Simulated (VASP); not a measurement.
BaHfO3, 5 atoms in the cell. The structure is tetragonal, space group P4/mmm (No. 123). The conventional cell has a = 3.926 Å, b = 3.926 Å, c = 4.327 Å, α = 90.00°, β = 90.00°, γ = 90.00°. Ba (site symmetry 4/mmm) has 12 O at 2.78 to 2.92 Å and 8 Hf at 3.52 Å within 3.7 Å. Hf (site symmetry 4/mmm) has 6 O at 1.96 to 2.16 Å within 2.6 Å. O (site symmetry mmm) has 2 Hf at 1.96 Å within 2.6 Å. Within 2.9 Å of O (site symmetry 4/mmm) lie 2 Hf at 2.16 Å and 4 Ba at 2.78 Å.  This cell differs from its parent crystal: biaxial strain in the a-b plane: -6.0 %.

* Program: VASP 6.6.1
* Task: single point
* Functional: r2SCAN
* Potentials or basis: VASP PAW PBE potentials, release 64 (Ba_sv, Hf_pv, O)
* Cutoff: 520 eV
* k mesh: 6 × 6 × 6
* Occupations: gaussian, width 0.02 eV
* Spin: no spin polarisation
* Dipole correction: no
* Further INCAR settings: ALGO = Normal; EDIFF = 1e-06; NBANDS = 27

Potentials or basis: VASP PAW PBE potentials, release 64 (Ba_sv, Hf_pv, O).

Run with:

```sh
$ cat potpaw_PBE.64/Ba_sv/POTCAR potpaw_PBE.64/Hf_pv/POTCAR potpaw_PBE.64/O/POTCAR > POTCAR
$ cp INCAR.step1 INCAR
$ mpirun -np 1 vasp_std > vasp.out
$ cp INCAR.step2 INCAR
$ mpirun -np 1 vasp_std > vasp.out
```

Hardware: 1 thread of Intel(R) Xeon(R) Platinum 8375C CPU @ 2.90GHz (Ice Lake), with other jobs on the host.

Problem. How long does it take, and how much memory?

Solution. Run time: 2.9 min on 1 thread of Intel(R) Xeon(R) Platinum 8375C CPU @ 2.90GHz (Ice Lake) (shared host), peak memory 0.23 GiB. Counts: k points 40.
